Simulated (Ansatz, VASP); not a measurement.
**Two plane-wave programs on Mg5CdS6**

```
CELL_PARAMETERS angstrom
3.73337 0.00030 -0.00027
-1.86642 3.23064 -0.00016
-0.00144 -0.00188 18.29855
ATOMIC_POSITIONS crystal
Mg 0.33381 0.66714 0.83578
Mg 0.00029 0.00100 0.99997
Mg 0.66639 0.33360 0.16423
Mg 0.33251 0.66550 0.32851
Mg 0.66721 0.33357 0.67157
Cd 0.99985 0.99931 0.50004
S 0.66677 0.33381 0.91799
S 0.33351 0.66729 0.08217
S 0.99954 0.99988 0.24623
S 0.66634 0.33224 0.40954
S 0.33336 0.66654 0.59029
S 0.00043 0.00012 0.75368
```

Change from the starting cell: cell x1, atoms moved at random (sigma 0.1 Å) and cell strained at random (1.5 %), then relaxed without symmetry.

Alike in both runs: functional PBE; k mesh 6 × 6 × 1; occupations gaussian, width 0.1 eV; no spin polarisation.

Ansatz relaxed the structure, and its values are those at the end. VASP's run is a single point on that final structure, the one shown.

|  | VASP | Ansatz |
| --- | --- | --- |
| version | VASP 6.6.1 | Ansatz 0.2.0 |
| potentials or method | VASP PAW PBE potentials, release 64 (Mg, Cd, S), cutoff 520 eV | scalar-relativistic, plane waves, PAW |
| valence electrons in the cell | 58 | 106 |

VASP gave:

| Property | Result |
| --- | --- |
| gap on the k mesh at the Fermi level (eV) | 1.92 |
| least direct gap on the mesh (eV) | 2.34 |
| pressure (GPa) | -0.2 |
| rms of the force components (eV/Å) | 0.015 |

**Question.** Which values does Ansatz return?

**Answer.** gap on the k mesh at the Fermi level (eV): 1.93; least direct gap on the mesh (eV): 2.36; pressure (GPa): 0.0; rms of the force components (eV/Å): 0.008.

VASP's potentials hold 58 valence electrons a cell and Ansatz's 106, so a difference there can come from the potentials and not from the codes.
